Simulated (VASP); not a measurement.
Ga7BAs8:

```xyz
64
Lattice="11.1059 0.0000 0.0000 0.0000 11.1059 0.0000 0.0000 0.0000 11.1059" Properties=species:S:1:pos:R:3 pbc="T T T"
Ga    0.0168   11.1004    0.0220
Ga   11.0999    0.0231    5.5576
Ga    0.0020    5.5477   11.0564
Ga    0.0073    5.5857    5.5452
Ga    5.5313    0.0126   11.0800
Ga    5.5417   11.1030    5.5519
Ga    5.5347    5.5577    5.5377
Ga    2.8344    2.7731    5.5842
Ga    2.7562    8.3267    5.5336
Ga    8.3327    2.8043    5.5247
Ga    8.3488    8.3240   11.0772
Ga    8.3513    8.3220    5.5240
Ga    2.7674    0.0017    2.7452
Ga    2.7627    0.0083    8.3361
Ga    2.7680    5.5483    2.7536
Ga    2.7745    5.5188    8.3145
Ga    8.3093   11.0802    2.7386
Ga    8.3653    0.0543    8.3384
Ga    8.3561    5.5435    2.7515
Ga    8.3767    5.5738    8.3473
Ga   11.0916    2.7759    2.8269
Ga   11.1024    2.7771    8.3429
Ga   11.1020    8.3357    2.7924
Ga   11.0986    8.3464    8.3157
Ga    5.5884    2.8099    2.7687
Ga    5.5325    2.7563    8.3398
Ga    5.5385    8.2980    2.7809
Ga    5.5807    8.3039    8.3220
B     5.5214    5.5779    0.0021
B     2.8055    2.7990    0.0127
B     2.7572    8.3337   11.0917
B     8.3362    2.7528   11.0778
As    1.4088    1.3989    1.4134
As    1.3756    1.3804    6.9694
As    1.3982    6.9638    1.3694
As    1.3947    6.9240    6.8953
As    6.9282    1.3666    1.4012
As    6.9139    1.3869    6.9359
As    6.9615    6.9145    1.3833
As    6.9704    6.9463    6.9382
As    4.1511    4.1673    1.4179
As    4.1813    4.1845    6.9495
As    4.1719    9.6897    1.3768
As    4.1808    9.7319    6.9329
As    9.7298    4.1790    1.3951
As    9.7043    4.1456    6.9442
As    9.6859    9.7060    1.3903
As    9.7314    9.7236    6.9198
As    4.1336    1.3743    4.1759
As    4.1862    1.3675    9.6967
As    4.1536    6.9076    4.1902
As    4.1428    6.9152    9.7415
As    9.7363    1.3344    4.1420
As    9.6895    1.3699    9.6847
As    9.7225    6.9241    4.1489
As    9.7093    6.9956    9.7127
As    1.3953    4.1320    4.1749
As    1.4063    4.1733    9.6817
As    1.3742    9.6902    4.1266
As    1.3893    9.7380    9.7067
As    6.9382    4.2009    4.1769
As    6.9443    4.1381    9.7093
As    6.9400    9.7141    4.1560
As    6.9159    9.6957    9.7316
```

| Item | Value |
| --- | --- |
| Program | VASP 6.6.1 |
| Task | relaxation of volume and atoms at fixed shape |
| Functional | PBEsol |
| Potentials or basis | VASP PAW PBE potentials, release 64 (Ga_d, B, As) |
| Cutoff | 560 eV |
| k mesh | 1 × 1 × 1, shifted |
| Occupations | fermi-dirac, width 0.05 eV |
| Spin | no spin polarisation |

At the start: pressure 1.3 GPa; volume 21.40 Å³/atom.

Q: Where does the relaxation end?

A: Over 20 steps the energy falls by 82.1 meV/atom and the volume is 21.39 Å³/atom (-0.1 %); space group P1 (No. 1, to 0.1 Å) before, Cm (No. 8, to 0.1 Å).

The path:
| step | energy change (eV) | largest force (eV/Å) | pressure (GPa) | volume (Å³) |
| --- | --- | --- | --- | --- |
| 1 | 0.0000 | 2.8550 | 1.26 | 1369.81 |
| 2 | -2.8458 | 1.4465 | -1.22 | 1403.38 |
| 3 | -3.3167 | 1.0146 | -2.35 | 1423.71 |
| 4 | -4.5248 | 0.9267 | 0.36 | 1365.87 |
| 5 | -4.5374 | 0.9370 | 0.70 | 1359.53 |
| 6 | -5.0097 | 0.3757 | 0.22 | 1366.16 |
| 7 | -5.0553 | 0.5071 | 0.06 | 1368.96 |
| 8 | -5.1907 | 0.2333 | -0.18 | 1372.55 |
| 9 | -5.2052 | 0.2026 | -0.28 | 1374.25 |
| 10 | -5.2276 | 0.1020 | 0.21 | 1365.08 |
| 11 | -5.2276 | 0.0997 | 0.19 | 1365.50 |
| 12 | -5.2383 | 0.0692 | 0.00 | 1368.91 |
| 13 | -5.2386 | 0.0683 | -0.03 | 1369.49 |
| 14 | -5.2430 | 0.0454 | -0.03 | 1369.42 |
| 15 | -5.2444 | 0.0589 | -0.02 | 1369.36 |
| 16 | -5.2476 | 0.0407 | 0.03 | 1368.32 |
| 17 | -5.2481 | 0.0523 | 0.07 | 1367.64 |
| 18 | -5.2500 | 0.0411 | -0.05 | 1369.78 |
| 19 | -5.2500 | 0.0421 | -0.05 | 1369.74 |
| 20 | -5.2512 | 0.0250 | 0.01 | 1368.69 |

Final structure:
```
Ga B As
1.0
    11.10285    0.00000    0.00000
     0.00000   11.10285    0.00000
     0.00000    0.00000   11.10285
Ga B As
28 4 32
Direct
  0.00598 0.00582 0.00136
  0.00066 0.00059 0.50098
  0.00517 0.49445 0.00105
  0.99968 0.49996 0.49800
  0.49464 0.00499 0.00116
  0.50042 0.99907 0.49806
  0.50102 0.50056 0.50071
  0.24903 0.24846 0.49892
  0.24991 0.75098 0.50071
  0.75118 0.24988 0.50088
  0.74319 0.74313 0.99868
  0.75101 0.75049 0.49863
  0.25130 0.99968 0.23820
  0.25128 0.99861 0.76084
  0.25454 0.50004 0.23780
  0.25491 0.49934 0.76022
  0.75189 0.00479 0.24448
  0.75065 0.00609 0.75538
  0.74398 0.49497 0.24031
  0.74602 0.49654 0.75927
  0.99990 0.25111 0.23820
  0.99895 0.25102 0.76055
  0.00508 0.75180 0.24422
  0.00631 0.75045 0.75556
  0.50033 0.25423 0.23773
  0.49972 0.25451 0.76052
  0.49485 0.74367 0.24028
  0.49687 0.74616 0.75907
  0.49273 0.49229 0.99986
  0.25497 0.25488 0.99664
  0.25548 0.74105 0.00031
  0.74161 0.25502 0.00051
  0.14428 0.14407 0.11000
  0.12303 0.12266 0.63180
  0.13851 0.63661 0.11176
  0.12706 0.62198 0.62804
  0.63691 0.13815 0.11185
  0.62211 0.12685 0.62811
  0.60512 0.60494 0.10905
  0.62461 0.62443 0.62919
  0.37401 0.37375 0.09938
  0.37640 0.37576 0.62718
  0.36235 0.85969 0.10875
  0.37580 0.87536 0.62932
  0.85988 0.36223 0.10881
  0.87552 0.37576 0.62949
  0.87452 0.87436 0.12125
  0.87721 0.87686 0.63056
  0.37696 0.12418 0.36709
  0.36242 0.14037 0.88848
  0.37412 0.62294 0.37400
  0.37782 0.62088 0.89921
  0.87866 0.12619 0.37222
  0.85871 0.14192 0.89102
  0.87435 0.62288 0.36577
  0.87827 0.62233 0.87628
  0.12472 0.37634 0.36719
  0.14048 0.36234 0.88839
  0.12625 0.87865 0.37225
  0.14216 0.85833 0.89120
  0.62335 0.37380 0.37376
  0.62116 0.37738 0.89939
  0.62319 0.87364 0.36582
  0.62248 0.87832 0.87623
```

Caveat: the PAW data sets were made with another functional, which shifts forces and pressure a little.
